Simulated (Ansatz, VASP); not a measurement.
**Two plane-wave programs on Re**

The input INCAR:

```
SYSTEM = Re
PREC     = Accurate       ! precision mode
ENCUT    = 560            ! plane-wave cutoff, eV
EDIFF    = 1E-6           ! SCF threshold, eV
ISMEAR   = -1             ! smearing method
SIGMA    = 0.1            ! smearing width, eV
LREAL    = .FALSE.        ! projectors in reciprocal space
LASPH    = .TRUE.         ! aspherical terms in the spheres
NELM     = 120            ! most SCF steps
ALGO     = Normal         ! electronic algorithm
ISIF     = 2              ! what is computed and relaxed
LWAVE    = .FALSE.        ! write WAVECAR
LCHARG   = .FALSE.        ! write CHGCAR
GGA      = RP             ! functional
NBANDS   = 14             ! bands
GGA_COMPAT= .FALSE.
```

KPOINTS

```
regular mesh
0
G
  14 14 14
  0 0 0
```

The input POSCAR:

```
Re
1.0
    2.5912420800      0.0000000000      0.0000000000
    0.0000000000      2.5912420800      0.0000000000
    0.0000000000      0.0000000000      2.5912420800
Re
1
Direct
    0.0000000000      0.0000000000      0.0000000000
```

Input for Ansatz:

```yaml
crystal:
  lattice:
    - [2.59124208, 0.0, 0.0]
    - [0.0, 2.59124208, 0.0]
    - [0.0, 0.0, 2.59124208]
  atoms:
    - { symbol: Re, position: [0.0, 0.0, 0.0] }
hamiltonian:
  xc: rpbe
  pseudopotentials:
    kind: paw
    azcp:
      Re: "pseudopotentials/Re.paw.azcp"
basis:
  ecutwfc: 420
  fft_grid_basis: typed
kpoints:
  mp_grid: { grid: [14, 14, 14], shift: [0, 0, 0] }
magnetization:
  spin_polarized: false
scf:
  occupations: { method: fermi_dirac, width: 0.1 }
  lower_state_search: "off"
output:
  stress: true
```

Alike in both runs: task single point; functional RPBE; k mesh 14 × 14 × 14; occupations fermi-dirac, width 0.1 eV; no spin polarisation.

|  | VASP | Ansatz |
| --- | --- | --- |
| version | VASP 6.6.1 | Ansatz 0.2.0 |
| potentials or method | VASP PAW PBE potentials, release 64 (Re_sv_GW), cutoff 560 eV | plane waves (420 eV) with PAW, scalar-relativistic |
| valence electrons in the cell | 15 | 15 |

|  | VASP | Ansatz | Ansatz less VASP |
| --- | --- | --- | --- |
| pressure (GPa) | -2.1 | -0.6 | +1.55 |

VASP's potentials were made for PBE, not for RPBE. With one functional, cell and mesh, what is left measures potentials, basis and numerics.

Spin-orbit coupling is off throughout.
